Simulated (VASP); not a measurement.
A run of VASP 6.6.1:

INCAR

```
  ALGO = Normal
  EDIFF = 1E-6
  ENCUT = 600
  GGA = CA
  GGA_COMPAT = F
  ISIF = 2
  ISMEAR = 0
  LASPH = T
  LCHARG = T
  LELF = T
  LREAL = F
  LVHAR = T
  LWAVE = F
  NBANDS = 33
  NELM = 120
  PREC = Accurate
  SIGMA = 0.01
```

File KPOINTS:

```
k-points
0
Gamma
  6 6 4
```

POSCAR

```
ZrO2
1.0
    3.5226896056      0.0000000000      0.0000000000
    0.0000000000      3.5226896056      0.0000000000
    0.0000000000      0.0000000000      5.0713172848
Zr O
2 4
Direct
    0.0000000000      0.0000000000      0.0000000000
    0.5000000000      0.5000000000      0.5000000000
    0.0000000000      0.5000000000      0.2030000000
    0.0000000000      0.5000000000      0.7030000000
    0.5000000000      0.0000000000      0.2970000000
    0.5000000000      0.0000000000      0.7970000000
```

Potentials or basis: VASP PAW LDA potentials, release 64 (Zr_sv, O).

Command:

```sh
$ cat potpaw_LDA.64/Zr_sv/POTCAR potpaw_LDA.64/O/POTCAR > POTCAR
$ mpirun -np 1 vasp_std > vasp.out
```

Hardware: 1 thread of Intel Xeon 8259CL (shared host).

Q: Estimate the wall time of this run.

A: It took 57 s on 1 thread of Intel Xeon 8259CL, on a shared host, peak memory 0.19 GiB. Counts: scf iterations 14, k points 30.
